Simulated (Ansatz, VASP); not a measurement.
# Two plane-wave programs on CdSe

```
CELL_PARAMETERS angstrom
0.00000 3.02878 3.02878
3.02878 0.00000 3.02878
3.02878 3.02878 0.00000
ATOMIC_POSITIONS crystal
Cd 0.00000 0.00000 0.00000
Se 0.25000 0.25000 0.25000
```

Alike in both runs: task single point; functional r2SCAN0; k mesh 4 × 4 × 4; occupations fermi-dirac, width 0.05 eV; no spin polarisation.

|  | VASP | Ansatz |
| --- | --- | --- |
| version | VASP 6.6.1 | Ansatz 0.2.0 |
| potentials or method | VASP PAW PBE potentials, release 64 (Cd, Se) | Ansatz PAW |
| plane-wave cutoff (eV) | 520 | 500 |
| valence electrons in the cell | 18 | 36 |

|  | VASP | Ansatz | Ansatz less VASP |
| --- | --- | --- | --- |
| gap on the k mesh at the Fermi level (eV) | 2.57 | 2.53 | -0.041 |
| least direct gap on the mesh (eV) | 2.57 | 2.53 | -0.041 |
| pressure (GPa) | 1.7 | 1.7 | -0.09 |

VASP's potentials were made for PBE, not for r2SCAN0. VASP's potentials hold 18 valence electrons a cell and Ansatz's 36, so a difference there can come from the potentials and not from the codes.

The k mesh is coarse, so the values compare programs but aren't converged.
